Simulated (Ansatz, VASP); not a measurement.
**Two plane-wave programs on Pt**

```xyz
1
Lattice="-1.5482 1.5482 1.5482 1.5482 -1.5482 1.5482 1.5482 1.5482 -1.5482" Properties=species:S:1:pos:R:3 pbc="T T T"
Pt    0.0000    0.0000    0.0000
```

Alike in both runs: task single point; functional RPBE; k mesh 16 × 16 × 16; occupations fermi-dirac, width 0.1 eV; no spin polarisation.

|  | VASP | Ansatz |
| --- | --- | --- |
| version | VASP 6.6.1 | Ansatz 0.2.0 |
| potentials or method | VASP PAW PBE potentials, release 64 (Pt), cutoff 520 eV | plane waves (420 eV) with PAW, scalar-relativistic |
| valence electrons in the cell | 10 | 18 |

```csv
,VASP,Ansatz,Ansatz less VASP
pressure (GPa),22.4,23.0,+0.61
```

VASP's potentials were made for PBE, not for RPBE. The functional is the same, so the differences come from potentials, cutoffs and numerics. VASP's potentials hold 10 valence electrons a cell and Ansatz's 18, so a difference there can come from the potentials and not from the codes.

Spin-orbit coupling is off throughout.
